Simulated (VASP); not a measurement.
Write the native input for VASP 6.6.1 that does the following.

* Task: single point
* Functional: PBE
* Dispersion: D3(BJ)
* Potentials or basis: VASP PAW PBE potentials, release 64 (Ti_sv, H)
* Cutoff: 520 eV
* k mesh: 3 × 2 × 4
* Occupations: gaussian, width 0.15 eV
* Spin: no spin polarisation
* Dipole correction: no
* Further INCAR settings: ALGO = Normal; EDIFF = 1e-06; NBANDS = 84

The structure of Ti12H (a cell with a defect) lies in POSCAR:

```
Ti12H
1.0
    5.9000000000      0.0000000000      0.0000000000
   -4.4250000000      7.6643250000      0.0000000000
    0.0000000000      0.0000000000      4.6846000000
Ti H
12 1
Direct
    0.0017361378      0.0026612911     -0.0005735815
    0.1657547870      0.2222181340      0.4979821116
   -0.0012600397      0.3325570093      0.0046356146
    0.1640558316      0.5523004309      0.5056677198
   -0.0085128496      0.6638221892      0.0055748623
    0.1614841665      0.8919958379      0.4993194723
    0.5022564793      0.0036877351     -0.0028913888
    0.6676598397      0.2234761704      0.4986257098
    0.5003841525      0.3334859887      0.0054469965
    0.6641827036      0.5529954693      0.5030747556
    0.5046856751      0.6640301657      0.0028510438
    0.6746616288      0.8921569740      0.4969149981
    0.3327378864      0.7779122101      0.7513305298
```

One way to write it, as run:

INCAR

```
  PREC = Accurate
  ENCUT = 520
  EDIFF = 1E-6
  ISMEAR = 0
  SIGMA = 0.15
  LREAL = F
  LASPH = T
  NELM = 100
  ALGO = Normal
  ISIF = 2
  LWAVE = F
  LCHARG = T
  GGA = PE
  IVDW = 12
  LELF = T
  LVHAR = T
  NBANDS = 84
```

KPOINTS

```
regular mesh
0
Gamma
  3 2 4
```

Potentials or basis: VASP PAW PBE potentials, release 64 (Ti_sv, H).

Command:

```bash
$ cat potpaw_PBE.64/Ti_sv/POTCAR potpaw_PBE.64/H/POTCAR > POTCAR
$ mpirun -np 1 vasp_std > vasp.out
```

It gave:

```json
{"Pressure": "-6.7 GPa", "Largest force": "0.025 eV/Å", "Band gap on the k mesh": "zero (an odd number of electrons rules out a gap without spin polarisation)", "Dispersion energy per atom": "-0.560 eV"}
```

Caveat: the k points lie up to 0.41 Å⁻¹ apart, too coarse for converged energies and pressures of a metal.

Run time: 13 min on 1 thread of Oxide Virtual Turin-like Processor (shared host), peak memory 0.4 GiB.
